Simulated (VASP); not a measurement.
A run of VASP 6.6.1 is set up as follows.

File INCAR:

```
PREC     = Accurate       # precision mode
ENCUT    = 520            # plane-wave cutoff, eV
EDIFF    = 1E-7           # SCF threshold, eV
ISMEAR   = 0              # smearing method
SIGMA    = 0.1            # smearing width, eV
LREAL    = F              # projectors in reciprocal space
LASPH    = T              # aspherical terms in the spheres
NELM     = 60             # most SCF steps
ALGO     = Normal         # electronic algorithm
ISIF     = 2              # what is computed and relaxed
LWAVE    = F              # write WAVECAR
LCHARG   = T              # write CHGCAR
GGA      = PE             # functional
LELF     = T              # ELF
LVHAR    = T            
NBANDS   = 19             # bands
```

The input KPOINTS:

```
Automatic mesh
0
Gamma
  6 4 4
```

Contents of POSCAR:

```
HfSi3
1.0
    3.0962011100      0.0000000000      0.0000000000
    0.0000000000      4.2291978000      0.0000000000
    0.0000000000      0.0000000000      5.5494606200
Hf Si
1 3
Direct
    0.5000000000      0.5000000000      0.0000000000
    0.5000000000      0.0000000000      0.0000000000
    0.5000000000      0.8100075500      0.5000000000
    0.5000000000      0.1899924500      0.5000000000
```

Potentials or basis: VASP PAW PBE potentials, release 64 (Hf_pv, Si).

Command:

```bash
$ cat potpaw_PBE.64/Hf_pv/POTCAR potpaw_PBE.64/Si/POTCAR > POTCAR
$ mpirun -np 1 vasp_std > vasp.out
```

Question: Estimate the largest force.

Answer: 30.323 eV/Å.

Question: What does it give for the band gap on the k mesh?

Answer: Zero (band 11 reaches 7.69 eV, above the bottom of band 12 at 5.64 eV).

Question: What does it give for the pressure?

Answer: 50.5 GPa.

Forces on the atoms (eV/Å):
```
Hf    0.000   0.000   0.000
Si    0.000   0.000   0.000
Si    0.000 -30.323   0.000
Si    0.000  30.323   0.000
```

Caveat: the k points lie up to 0.37 Å⁻¹ apart; spin-orbit coupling is left out, which moves the levels of the heavy elements; forces of over 1 eV/Å act on the atoms, so gaps and moduli don't describe the material at rest.
